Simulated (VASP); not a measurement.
PbO2:

```xyz
6
Lattice="5.0824 0.0000 0.0000 0.0000 5.0824 0.0000 0.0000 0.0000 3.4409" Properties=species:S:1:pos:R:3 pbc="T T T"
Pb    0.0000    0.0000    0.0000
Pb    2.5412    2.5412    1.7204
O     1.5652    1.5652    0.0000
O     0.9760    4.1064    1.7204
O     4.1064    0.9760    1.7204
O     3.5172    3.5172    0.0000
```

* Program: VASP 6.6.1
* Task: relaxation of cell and atoms
* Functional: r2SCAN
* Potentials or basis: VASP PAW PBE potentials, release 64 (Pb_d, O)
* Cutoff: 600 eV
* k mesh: 4 × 4 × 6
* Occupations: fermi-dirac, width 0.02 eV
* Spin: no spin polarisation

At the start: pressure -5.5 GPa; volume 14.81 Å³/atom.

Problem. Where does the relaxation end?

Solution. Over 9 steps the energy falls by 11.4 meV/atom and the volume is 14.17 Å³/atom (-4.3 %); space group P4_2/mnm (No. 136, to 0.05 Å).

Step by step:
| step | energy change (eV) | largest force (eV/Å) | pressure (GPa) | volume (Å³) |
| --- | --- | --- | --- | --- |
| 1 | 0.0000 | 0.0324 | -5.53 | 88.88 |
| 2 | -0.0121 | 0.2343 | 5.70 | 82.47 |
| 3 | -0.0635 | 0.0984 | -0.09 | 85.40 |
| 4 | -0.0635 | 0.1013 | 0.04 | 85.33 |
| 5 | -0.0668 | 0.0347 | 0.08 | 85.14 |
| 6 | -0.0678 | 0.0281 | 0.15 | 84.96 |
| 7 | -0.0680 | 0.0164 | -0.17 | 85.13 |
| 8 | -0.0681 | 0.0167 | -0.14 | 85.11 |
| 9 | -0.0681 | 0.0045 | 0.01 | 85.02 |

Final structure:
```
Pb O
1.0
     4.98886    0.00000    0.00000
     0.00000    4.98886    0.00000
     0.00000    0.00000    3.41587
Pb O
2 4
Direct
  0.00000 0.00000 0.00000
  0.50000 0.50000 0.50000
  0.30722 0.30722 0.00000
  0.19278 0.80722 0.50000
  0.80722 0.19278 0.50000
  0.69278 0.69278 0.00000
```

Caveat: the PAW data sets were made with another functional, which shifts forces and pressure a little.
